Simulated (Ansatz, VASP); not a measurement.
**BN: VASP beside Ansatz**

INCAR

```
PREC = Accurate ; ENCUT = 520
EDIFF = 1E-6 ; ISMEAR = 0
SIGMA = 0.05 ; LREAL = F
LASPH = T ; NELM = 60
ALGO = Normal ; ISIF = 2
LWAVE = F ; LCHARG = F
GGA = PE ; NBANDS = 16
```

Contents of KPOINTS:

```
Automatic mesh
0
Gamma
  12 12 6
```

File POSCAR:

```
BN
1.0
    2.5545800960      0.0000000000      0.0000000000
   -1.2772900480      2.2123312591      0.0000000000
    0.0000000000      0.0000000000      4.2245145352
B N
2 2
Direct
    0.6666666667      0.3333333333      0.9589309703
    0.3333333333      0.6666666667      0.5406807391
    0.6666666667      0.3333333333      0.6873314626
    0.3333333333      0.6666666667      0.0630568280
```

Input for Ansatz:

```yaml
crystal:
  lattice:
    - [2.554580096, 0.0, 0.0]
    - [-1.277290048, 2.2123312591, 0.0]
    - [0.0, 0.0, 4.2245145352]
  atoms:
    - { symbol: B, position: [0.6666666667, 0.3333333333, 0.9589309703] }
    - { symbol: B, position: [0.3333333333, 0.6666666667, 0.5406807391] }
    - { symbol: "N", position: [0.6666666667, 0.3333333333, 0.6873314626] }
    - { symbol: "N", position: [0.3333333333, 0.6666666667, 0.063056828] }
basis:
  ecutwfc: 420
kpoints:
  mp_grid: { grid: [12, 12, 6] }
hamiltonian:
  xc: pbe
scf:
  occupations: { method: gaussian, width: 0.05 }
output:
  forces: true
  stress: true
  eigenvalues: true
```

Change from the starting cell: mode 8 (949.4 1/cm) frozen in, largest displacement +0.263 Å.

Alike in both runs: task single point; functional PBE; k mesh 12 × 12 × 6; occupations gaussian, width 0.05 eV; no spin polarisation.

|  | VASP | Ansatz |
| --- | --- | --- |
| version | VASP 6.6.1 | Ansatz 0.2.0 |
| potentials or method | VASP PAW PBE potentials, release 64 (B, N), cutoff 520 eV | scalar-relativistic, plane waves, PAW |
| valence electrons in the cell | 16 | 16 |

|  | VASP | Ansatz | Ansatz less VASP |
| --- | --- | --- | --- |
| gap on the k mesh at the Fermi level (eV) | 3.48 | 3.48 | +0.001 |
| least direct gap on the mesh (eV) | 4.60 | 4.61 | +0.010 |
| rms of the force components (eV/Å) | 12.129 | 12.016 | -0.1130 |

Atom by atom the forces differ by 0.114 eV/Å (rms over components). The functional is the same, so the differences come from potentials, cutoffs and numerics.
